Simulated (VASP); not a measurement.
Here is a VASP 6.6.1 calculation.

INCAR

```
SYSTEM = Sb
PREC = Accurate
ENCUT = 600
EDIFF = 1E-7
ISMEAR = 0
SIGMA = 0.1
LREAL = .FALSE.
LASPH = .TRUE.
NELM = 100
ALGO = Normal
ISIF = 3
LWAVE = .FALSE.
LCHARG = .FALSE.
GGA = PS
IBRION = 2
NSW = 70
EDIFFG = -0.008
PSTRESS = 500.0
```

File KPOINTS:

```
regular mesh
0
G
  16 16 16
  0 0 0
```

The input POSCAR:

```
Sb
1.0
    2.7574751267      0.0000000000      0.0000000000
    0.0000000000      2.7574751267      0.0000000000
    0.0000000000      0.0000000000      2.7574751267
Sb
1
Direct
    0.0000000000      0.0000000000      0.0000000000
```

Potentials or basis: VASP PAW PBE potentials, release 64 (Sb).

The run is started by

```console
$ cat potpaw_PBE.64/Sb/POTCAR > POTCAR
$ mpirun -np 1 vasp_std > vasp.out
```

Question: What does it give for the space group after relaxing (to 0.05 Å)?

Answer: Pm-3m (No. 221).

Question: Estimate the relaxed cell.

Answer: a = 2.726 Å, b = 2.726 Å, c = 2.726 Å, α = 90.00°, β = 90.00°, γ = 90.00°.

Question: Predict the relaxed volume.

Answer: 20.26 Å³/atom.

Final structure:
```yaml
crystal:
  lattice:
    - [2.72615, 0.00000, 0.00000]
    - [0.00000, 2.72615, 0.00000]
    - [0.00000, 0.00000, 2.72615]
  atoms:
    - { symbol: Sb, position: [0.00000, 0.00000, 0.00000] }
```

Caveat: the cell is relaxed towards a set pressure, so the enthalpy falls and the energy may rise; the PAW data sets were made with another functional, which shifts forces and pressure a little.
